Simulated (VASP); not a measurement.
# SiC (Pm-3m) in VASP: a series of runs, part 2 of 2

VASP 6.6.1. The steps go on from the part before.

**3. Single point, PBE**

This run uses another cell than the first one, of 10.82 Å³/atom, 1.179 times its volume.

Input file INCAR:

```
ALGO = Normal
EDIFF = 1E-6
ENCUT = 520
GGA = PE
ISIF = 2
ISMEAR = 0
LASPH = T
LCHARG = T
LELF = T
LREAL = F
LVHAR = T
LWAVE = F
NBANDS = 11
NELM = 100
PREC = Accurate
SIGMA = 0.1
```

Input file KPOINTS:

```
k-points
0
Gamma
  6 6 6
```

Input file POSCAR:

```
SiC
1.0
    2.7864180400      0.0000000000      0.0000000000
    0.0000000000      2.7864180400      0.0000000000
    0.0000000000      0.0000000000      2.7864180400
Si C
1 1
Direct
    0.5000000000      0.5000000000      0.5000000000
    0.0000000000      0.0000000000      0.0000000000
```

Potentials or basis: VASP PAW PBE potentials, release 64 (Si, C).

Started as:

```
cat potpaw_PBE.64/Si/POTCAR potpaw_PBE.64/C/POTCAR > POTCAR
mpirun -np 1 vasp_std > vasp.out
```

OUTCAR:

```text
EDIFF = 1E-6
   ENCUT = 520
   GGA = PE
   ISIF = 2
   ISMEAR = 0
   LASPH = T
   LREAL = F
   NELM = 100
   PREC = Accurate

 ion  position               nearest neighbor table
   1  0.500  0.500  0.500-   2 2.41   2 2.41   2 2.41   2 2.41   2 2.41   2 2.41   2 2.41   2 2.41

   2  0.000  0.000  0.000-   1 2.41   1 2.41   1 2.41   1 2.41   1 2.41   1 2.41   1 2.41   1 2.41

  LATTYP: Found a simple cubic cell.
 ALAT       =     2.7864180400

  Lattice vectors:

 A1 = (   2.7864180400,   0.0000000000,   0.0000000000)
 A2 = (   0.0000000000,   2.7864180400,   0.0000000000)
 A3 = (   0.0000000000,   0.0000000000,   2.7864180400)

Analysis of symmetry for initial positions (statically):
=====================================================================
 Subroutine PRICEL returns:
 Original cell was already a primitive cell.

 Routine SETGRP: Setting up the symmetry group for a
 simple cubic supercell.

 Subroutine GETGRP returns: Found 48 space group operations
[... 9 lines left out ...]

 Routine SETGRP: Setting up the symmetry group for a
 simple cubic supercell.
[... 155 lines left out ...]

 k-point     1 :       0.0000    0.0000    0.0000
  band No.  band energies     occupation
      1      -6.8261      2.00000
      2       8.0703      2.00000
      3       8.0703      2.00000
      4       8.0703      2.00000
      5       8.7466      1.98738
      6      14.2833      0.00000
      7      14.2833      0.00000
      8      19.6607      0.00000
      9      19.6607      0.00000
     10      19.6607      0.00000
     11      27.6985      0.00000
[... 253 lines left out ...]
 k-point    20 :       0.5000    0.5000    0.5000
  band No.  band energies     occupation
      1       1.7496      2.00000
      2       5.4805      2.00000
      3       5.4805      2.00000
      4       5.4805      2.00000
      5       7.7576      2.00000
      6       7.7576      2.00000
      7       7.7576      2.00000
      8       8.2840      2.00000
      9      26.3252      0.00000
     10      26.3252      0.00000
     11      26.3252      0.00000

------------------------ aborting loop because EDIFF is reached ----------------------------------------

  FORCE on cell =-STRESS in cart. coord.  units (eV):
  Direction    XX          YY          ZZ          XY          YZ          ZX
  --------------------------------------------------------------------------------------
  -------------------------------------------------------------------------------------
  Total       -2.6391518     -2.6391518     -2.6391518      0.0000000     -0.0000000      0.0000000
  in kB     -195.4502060   -195.4502060   -195.4502060      0.0000000     -0.0000000      0.0000000
  external PRESSURE =    -195.4502060 kB  Pullay stress =       0.0000000 kB

 VOLUME and BASIS-vectors are now :
 -----------------------------------------------------------------------------
  energy-cutoff  :      520.00
  volume of cell :       21.63
      direct lattice vectors                 reciprocal lattice vectors
     2.786418040  0.000000000  0.000000000     0.358883694  0.000000000  0.000000000
     0.000000000  2.786418040  0.000000000     0.000000000  0.358883694  0.000000000
     0.000000000  0.000000000  2.786418040     0.000000000  0.000000000  0.358883694

 POSITION                                       TOTAL-FORCE (eV/Angst)
 -----------------------------------------------------------------------------------
      1.39321      1.39321      1.39321         0.000000      0.000000      0.000000
      0.00000      0.00000      0.00000         0.000000      0.000000      0.000000
 -----------------------------------------------------------------------------------
    total drift:                               -0.000000      0.000000      0.000000

  FREE ENERGIE OF THE ION-ELECTRON SYSTEM (eV)
  ---------------------------------------------------
  free  energy   TOTEN  =       -10.7102456518 eV

  energy  without entropy=      -10.7022998541  energy(sigma->0) =      -10.70627275
```

OSZICAR:

```text
N       E                     dE             d eps       ncg     rms          rms(c)
DAV:   1     0.477816980860E+01    0.47782E+01   -0.39331E+03   440   0.658E+02
DAV:   2    -0.106709334785E+02   -0.15449E+02   -0.14941E+02   591   0.907E+01
DAV:   3    -0.111272735776E+02   -0.45634E+00   -0.45005E+00   526   0.128E+01
DAV:   4    -0.111287247345E+02   -0.14512E-02   -0.14498E-02   495   0.880E-01
DAV:   5    -0.111287286949E+02   -0.39604E-05   -0.39593E-05   517   0.435E-02    0.408E+00
DAV:   6    -0.107271740642E+02    0.40155E+00   -0.21537E+00   449   0.567E+00    0.176E+00
DAV:   7    -0.107154179938E+02    0.11756E-01   -0.76152E-02   479   0.167E+00    0.912E-01
DAV:   8    -0.107103564335E+02    0.50616E-02   -0.12813E-02   479   0.742E-01    0.943E-02
DAV:   9    -0.107102364938E+02    0.11994E-03   -0.67523E-04   547   0.120E-01    0.542E-02
DAV:  10    -0.107102463666E+02   -0.98728E-05   -0.46025E-05   491   0.485E-02    0.820E-03
DAV:  11    -0.107102456518E+02    0.71482E-06   -0.13248E-06   298   0.550E-03
   1 F= -.10710246E+02 E0= -.10706273E+02  d E =-.794580E-02
```

stdout:

```text
POSCAR found type information on POSCAR SiC
 POSCAR found :  2 types and       2 ions
 scaLAPACK will be used
 LDA part: xc-table for (Slater+PW92), standard interpolation
 POSCAR, INCAR and KPOINTS ok, starting setup
 FFT: planning ... GRIDC
 FFT: planning ... GRID_SOFT
 FFT: planning ... GRID
 WAVECAR not read
 entering main loop
```

It took 2.4 s on 1 thread of Intel Xeon 6975P-C (Granite Rapids), shared host; peak memory 0.12 GiB.

What came out:

| Property | Result |
| --- | --- |
| Free energy | -10.7102 eV |
| Pressure | -19.5 GPa |
| Band gap on the k mesh | zero (band 4 reaches 10.13 eV, above the bottom of band 5 at 6.93 eV) |

Levels at points of the mesh, in eV from the Fermi level:
```csv
k point,band 2,band 3,band 4,band 5,band 6,band 7
"(0.00, 0.00, 0.00)",-0.85,-0.85,-0.85,-0.18,5.36,5.36
"(0.50, 0.00, 0.00)",-10.61,0.95,0.95,3.71,4.94,6.61
"(0.50, 0.50, 0.00)",-6.72,-6.72,-5.36,2.15,7.57,7.57
"(0.50, 0.50, 0.50)",-3.44,-3.44,-3.44,-1.17,-1.17,-1.17
```

Caveat: the k points lie up to 0.38 Å⁻¹ apart.
